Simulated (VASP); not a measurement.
Here is a VASP 6.6.1 calculation.

File INCAR:

```
ALGO     = Normal         # electronic algorithm
EDIFF    = 1E-6           # SCF threshold, eV
ENCUT    = 520            # plane-wave cutoff, eV
GGA      = PE             # functional
ISIF     = 2              # what is computed and relaxed
ISMEAR   = 0              # smearing method
LASPH    = True           # aspherical terms in the spheres
LCHARG   = False          # write CHGCAR
LREAL    = False          # projectors in reciprocal space
LWAVE    = False          # write WAVECAR
NBANDS   = 23             # bands
NELM     = 80             # most SCF steps
PREC     = Accurate       # precision mode
SIGMA    = 0.1            # smearing width, eV
```

Contents of KPOINTS:

```
k-points
0
Gamma
  12 12 8
```

The input POSCAR:

```
Al3BiO
1.0
    5.2312024747      0.0000000000      0.0000000000
   -2.6156012374      4.5303542354      0.0000000000
    0.0000000000      0.0000000000      4.7743035959
Al Bi O
3 1 1
Direct
    0.5000000000      0.0000000000      0.5000000000
    0.0000000000      0.5000000000      0.5000000000
    0.5000000000      0.5000000000      0.5000000000
    0.0000000000      0.0000000000      0.0000000000
    0.0000000000      0.0000000000      0.5000000000
```

Potentials or basis: VASP PAW PBE potentials, release 64 (Al, Bi_d, O).

Launch:

```console
$ cat potpaw_PBE.64/Al/POTCAR potpaw_PBE.64/Bi_d/POTCAR potpaw_PBE.64/O/POTCAR > POTCAR
$ mpirun -np 1 vasp_std > vasp.out
```

(1) What does it give for the band gap on the k mesh?

(2) Estimate the pressure.

Answers

(1) zero (band 15 reaches 5.38 eV, above the bottom of band 16 at 4.44 eV).

(2) 0.0 GPa.

Caveat: spin-orbit coupling is left out, which moves the levels of the heavy elements.
